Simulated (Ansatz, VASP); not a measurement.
## Bi in VASP and in Ansatz

POSCAR

```
Bi
1.0
   -2.0600565933      2.0600565933      2.0600565933
    2.0600565933     -2.0600565933      2.0600565933
    2.0600565933      2.0600565933     -2.0600565933
Bi
1
Direct
    0.0000000000      0.0000000000      0.0000000000
```

Contents of INCAR.step1:

```
SYSTEM = Bi
ALGO = Normal
EDIFF = 1E-5
ENCUT = 550
GGA = PE
GGA_COMPAT = .False.
ISMEAR = -1
LASPH = .True.
LCHARG = .False.
LREAL = .False.
LWAVE = .True.
NBANDS = 14
NELM = 120
PREC = Accurate
SIGMA = 0.1
```

File INCAR.step2:

```
SYSTEM = Bi
ALGO = Normal
EDIFF = 1E-6
ENCUT = 550
GGA_COMPAT = .False.
ISIF = 2
ISMEAR = -1
ISTART = 1
LASPH = .True.
LCHARG = .False.
LMIXTAU = .True.
LREAL = .False.
LWAVE = .False.
METAGGA = R2SCAN
NBANDS = 14
NELM = 120
PREC = Accurate
SIGMA = 0.1
```

The input KPOINTS:

```
k-points
0
Gamma
  13 13 13
  0 0 0
```

Input for Ansatz:

```yaml
crystal:
  lattice:
    - [-2.0600565933, 2.0600565933, 2.0600565933]
    - [2.0600565933, -2.0600565933, 2.0600565933]
    - [2.0600565933, 2.0600565933, -2.0600565933]
  atoms:
    - { symbol: Bi, position: [0.0, 0.0, 0.0] }
hamiltonian:
  xc: r2scan
  pseudopotentials:
    kind: paw
    azcp:
      Bi: "pseudopotentials/Bi.paw.azcp"
basis:
  ecutwfc: 500
  fft_grid_basis: typed
kpoints:
  mp_grid: { grid: [13, 13, 13], shift: [0, 0, 0] }
magnetization:
  spin_polarized: false
scf:
  occupations: { method: fermi_dirac, width: 0.1 }
  lower_state_search: "off"
output:
  stress: true
  write_density: true
  write_potential: true
  elf: true
  volumetric_format: npy
```

Alike in both runs: task single point; functional r2SCAN; k mesh 13 × 13 × 13; occupations fermi-dirac, width 0.1 eV; no spin polarisation.

|  | VASP | Ansatz |
| --- | --- | --- |
| version | VASP 6.6.1 | Ansatz 0.2.0 |
| potentials or method | VASP PAW PBE potentials, release 64 (Bi_d), cutoff 550 eV | plane waves (500 eV) with PAW, scalar-relativistic |
| valence electrons in the cell | 15 | 15 |

Ansatz gave:

```
pressure (GPa) : -4.9
```

**Question.** Estimate VASP's values.

**Answer.** Pressure (GPa): -5.0.

VASP's potentials were made for PBE, not for r2SCAN.

Neither program's run includes spin-orbit coupling.
